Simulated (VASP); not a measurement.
Set up this calculation in VASP 6.6.1, as the native input.

| Item | Value |
| --- | --- |
| Task | single point |
| Functional | PBE |
| Potentials or basis | VASP PAW PBE potentials, release 64 (Ta_pv, N) |
| Cutoff | 520 eV |
| k mesh | 12 × 7 × 1 |
| Occupations | gaussian, width 0.1 eV |
| Spin | no spin polarisation |
| Dipole correction | no |
| Further INCAR settings | ALGO = Normal; EDIFF = 1e-06; NBANDS = 69 |

The structure of TaN lies in POSCAR:

```
TaN
1.0
    2.9226469588      0.0000000000      0.0000000000
    0.0000000000      5.2258908357      0.0000000000
    0.0000000000      0.0000000000     24.0515084423
Ta N
7 7
Direct
    0.0000000000      0.5000000000      0.3118307535
    0.5000000000      0.0000000000      0.3745538357
    0.5000000000      0.5000000000      0.4372769178
    0.0000000000      0.0000000000      0.5000000000
    0.5000000000      0.5000000000      0.5627230822
    0.5000000000      0.0000000000      0.6254461643
    0.0000000000      0.5000000000      0.6881692465
    0.0000000000      0.8924947651      0.3118307535
    0.0000000000      0.3037526175      0.3856861977
    0.0000000000      0.8037526175      0.4261445558
    0.0000000000      0.3924947651      0.5000000000
    0.0000000000      0.8037526175      0.5738554442
    0.0000000000      0.3037526175      0.6143138023
    0.0000000000      0.8924947651      0.6881692465
```

These files were run (other wordings do the same):

INCAR

```
ALGO = Normal
EDIFF = 1E-6
ENCUT = 520
GGA = PE
ISIF = 2
ISMEAR = 0
LASPH = T
LCHARG = F
LREAL = F
LWAVE = F
NBANDS = 69
NELM = 60
PREC = Accurate
SIGMA = 0.1
```

KPOINTS

```
k-points
0
Gamma
  12 7 1
```

Potentials or basis: VASP PAW PBE potentials, release 64 (Ta_pv, N).

Command:

```sh
$ cat potpaw_PBE.64/Ta_pv/POTCAR potpaw_PBE.64/N/POTCAR > POTCAR
$ mpirun -np 1 vasp_std > vasp.out
```

It gave:

```json
{
  "Largest force": "2.402 eV/Å",
  "Band gap on the k mesh": "zero (bands 56 and 57 overlap by 0.18 eV)"
}
```

Caveat: there is no dipole correction, which matters where the two faces differ; spin-orbit coupling is left out, which moves the levels of the heavy elements.

It took 11 min on 1 thread of AMD EPYC 9R45 96-Core Processor (Zen 5) (shared host), peak memory 0.71 GiB.
